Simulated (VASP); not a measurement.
A run of VASP 6.6.1:

File INCAR:

```
PREC = Accurate
ENCUT = 520
EDIFF = 1E-7
ISMEAR = 1
SIGMA = 0.1
LREAL = F
LASPH = T
NELM = 100
ALGO = Normal
ISIF = 2
LWAVE = F
LCHARG = T
LELF = T
LVHAR = T
NBANDS = 14
```

File KPOINTS:

```
regular mesh
0
Gamma
  11 11 11
```

POSCAR

```
HfN
1.0
    0.0000000000      2.4143077573      2.4143077573
    2.4143077573      0.0000000000      2.4143077573
    2.4143077573      2.4143077573      0.0000000000
Hf N
1 1
Direct
    0.0000000000      0.0000000000      0.0000000000
    0.7500000000      0.7500000000      0.7500000000
```

Potentials or basis: VASP PAW LDA potentials, release 64 (Hf_pv, N).

The run is started by

```console
$ cat potpaw_LDA.64/Hf_pv/POTCAR potpaw_LDA.64/N/POTCAR > POTCAR
$ mpirun -np 1 vasp_std > vasp.out
```

Hardware: 1 thread of Intel(R) Xeon(R) Platinum 8259CL CPU @ 2.50GHz (Skylake/Cascade Lake), on a shared host.

Task: Estimate the wall time of this run.

Result: Run time: 24 s on 1 thread of Intel(R) Xeon(R) Platinum 8259CL CPU @ 2.50GHz (Skylake/Cascade Lake), on a shared host, peak memory 0.15 GiB. Counts: scf iterations 14, k points 56.
